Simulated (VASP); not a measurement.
Crystal: SiC3.

```
Si C
1.0
     3.42299    0.00000    0.00000
     0.00000    3.42299    0.00000
     0.00000    0.00000    3.38927
Si C
1 3
Cartesian
  0.0000 0.0000 0.0000
  1.7115 1.7115 0.7213
  0.0000 0.0000 1.6946
  1.7115 1.7115 2.6680
```

- Program: VASP 6.6.1
- Task: relaxation of cell and atoms
- Functional: PBE
- Potentials or basis: VASP PAW PBE potentials, release 64 (Si, C)
- Cutoff: 600 eV
- k mesh: 6 × 6 × 6
- Occupations: gaussian, width 0.1 eV
- Spin: no spin polarisation

At the start: pressure 1.0 GPa; volume 9.93 Å³/atom.

Task: Where does the relaxation end?

Result: Over 14 steps the energy falls by 27.1 meV/atom and the volume is 10.79 Å³/atom (+8.7 %); space group P4/mmm (No. 123, to 0.1 Å) before and after.

The path:
| step | energy change (eV) | largest force (eV/Å) | pressure (GPa) | volume (Å³) |
| --- | --- | --- | --- | --- |
| 1 | 0.0000 | 1.4992 | 0.99 | 39.71 |
| 2 | 0.0553 | 3.1948 | 13.58 | 40.07 |
| 3 | -0.0576 | 0.0179 | 5.93 | 39.88 |
| 4 | -0.0771 | 0.2892 | -1.05 | 41.95 |
| 5 | -0.0846 | 0.1872 | 1.16 | 41.21 |
| 6 | -0.0908 | 0.2128 | -0.15 | 41.66 |
| 7 | -0.0919 | 0.4384 | -0.87 | 41.93 |
| 8 | -0.0939 | 0.4307 | -0.71 | 42.01 |
| 9 | -0.0992 | 0.4108 | -0.24 | 42.27 |
| 10 | -0.1037 | 0.4093 | 0.52 | 42.78 |
| 11 | -0.1056 | 0.2645 | 0.80 | 42.81 |
| 12 | -0.1071 | 0.0613 | 1.41 | 42.87 |
| 13 | -0.1081 | 0.0522 | 0.92 | 42.99 |
| 14 | -0.1086 | 0.0373 | 0.24 | 43.17 |

Final structure:
```yaml
crystal:
  lattice:
    - [3.55935, 0.00000, 0.00000]
    - [0.00000, 3.55935, 0.00000]
    - [0.00000, 0.00000, 3.40743]
  atoms:
    - { symbol: Si, position: [0.00000, 0.00000, 0.00000] }
    - { symbol: C, position: [0.50000, 0.50000, 0.19902] }
    - { symbol: C, position: [0.00000, 0.00000, 0.50000] }
    - { symbol: C, position: [0.50000, 0.50000, 0.80098] }
```
